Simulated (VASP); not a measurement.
Crystal: C.

```
C
1.0
     1.70026    0.00000    0.00000
     0.00000    1.70026    0.00000
     0.00000    0.00000    1.97510
C
1
Direct
  0.50000 0.50000 0.00000
```

The cell was generated, and may not be a known phase.

```yaml
Program: VASP 6.6.1
Task: relaxation of cell and atoms
Functional: PBE
Potentials_or_basis: VASP PAW PBE potentials, release 64 (C)
Cutoff: 600 eV
k_mesh: 32 × 32 × 28
Occupations: gaussian, width 0.1 eV
Spin: no spin polarisation
```

At the start: pressure -0.9 GPa; volume 5.71 Å³/atom.

Question: Where does the relaxation end?

Answer: Over 10 steps the energy falls by 3.2 meV/atom and the volume is 5.81 Å³/atom (+1.8 %); space group P4/mmm (No. 123, to 0.1 Å) before and after.

Step by step:
| step | energy change (eV) | largest force (eV/Å) | pressure (GPa) | volume (Å³) |
| --- | --- | --- | --- | --- |
| 1 | 0.0000 | 0.0000 | -0.89 | 5.71 |
| 2 | -0.0013 | 0.0000 | 2.45 | 5.68 |
| 3 | -0.0013 | 0.0000 | 3.07 | 5.68 |
| 4 | -0.0023 | 0.0000 | 1.53 | 5.72 |
| 5 | -0.0029 | 0.0000 | 0.11 | 5.77 |
| 6 | -0.0027 | 0.0000 | -2.39 | 5.87 |
| 7 | -0.0031 | 0.0000 | -0.83 | 5.81 |
| 8 | -0.0031 | 0.0000 | -1.01 | 5.82 |
| 9 | -0.0031 | 0.0000 | 0.31 | 5.81 |
| 10 | -0.0032 | 0.0000 | -0.11 | 5.81 |

Final structure:
```
C
1.0
     1.68458    0.00000    0.00000
     0.00000    1.68458    0.00000
     0.00000    0.00000    2.04852
C
1
Direct
  0.50000 0.50000 0.00000
```
